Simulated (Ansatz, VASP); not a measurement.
**Pt in VASP and in Ansatz**

```
Pt
1.0
     0.00000    2.31410    2.31410
     2.31410    0.00000    2.31410
     2.31410    2.31410    0.00000
Pt
2
Direct
  0.87500 0.87500 0.87500
  0.12500 0.12500 0.12500
```

Change from the starting cell: volume scaled by 0.55, PAW files.

Alike in both runs: task single point; functional LDA; k mesh 12 × 12 × 12; occupations fermi-dirac, width 0.1 eV; no spin polarisation.

|  | VASP | Ansatz |
| --- | --- | --- |
| version | VASP 6.6.1 | Ansatz 0.2.0 |
| potentials or method | VASP PAW LDA potentials, release 64 (Pt_sv_GW) | PAW with Ansatz's default frozen-core files, scalar-relativistic |
| plane-wave cutoff (eV) | 570 | 420 |
| valence electrons in the cell | 36 | 36 |

VASP gave:

```
pressure (GPa) : 391.4
```

Q: Which values does Ansatz return?

A: Pressure (GPa): 386.2.

LDA's correlation is that of Perdew and Zunger in VASP and of Perdew and Wang (1992) in Ansatz. Both programs put the cell under a high pressure, so it lies far from rest at this level.

Neither program's run includes spin-orbit coupling. Noted on VASP's run: the cell as given lies far from equilibrium.
